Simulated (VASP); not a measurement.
A run of VASP 6.6.1:

File INCAR:

```
SYSTEM = BiO
ALGO = Normal
EDIFF = 1E-7
EDIFFG = -0.08
ENCUT = 600
GGA = PE
GGA_COMPAT = .FALSE.
IBRION = 2
ISIF = 3
ISMEAR = 0
LASPH = .TRUE.
LCHARG = .FALSE.
LREAL = .FALSE.
LWAVE = .FALSE.
NELM = 120
NELMIN = 4
NSW = 36
PREC = Accurate
SIGMA = 0.2
```

KPOINTS

```
k-points
0
G
  6 6 6
  0 0 0
```

POSCAR

```
BiO
1.0
    3.4641467000      0.0000000000      0.0000000000
    0.0000000000      3.4641467000      0.0000000000
    0.0000000000      0.0000000000      3.4641467000
Bi O
1 1
Direct
    0.5000000000      0.5000000000      0.5000000000
    0.0000000000      0.0000000000      0.0000000000
```

Potentials or basis: VASP PAW PBE potentials, release 64 (Bi_d, O).

Launch:

```console
$ cat potpaw_PBE.64/Bi_d/POTCAR potpaw_PBE.64/O/POTCAR > POTCAR
$ mpirun -np 1 vasp_std > vasp.out
```

Hardware: 1 thread of Intel Xeon 6975P-C, with other jobs on the host.

Question: Estimate the wall time of this run.

Answer: Wall time 27 s on 1 thread of Intel Xeon 6975P-C (shared host), peak memory 0.17 GiB. Counts: scf iterations 38, k points 20, ion steps 3.
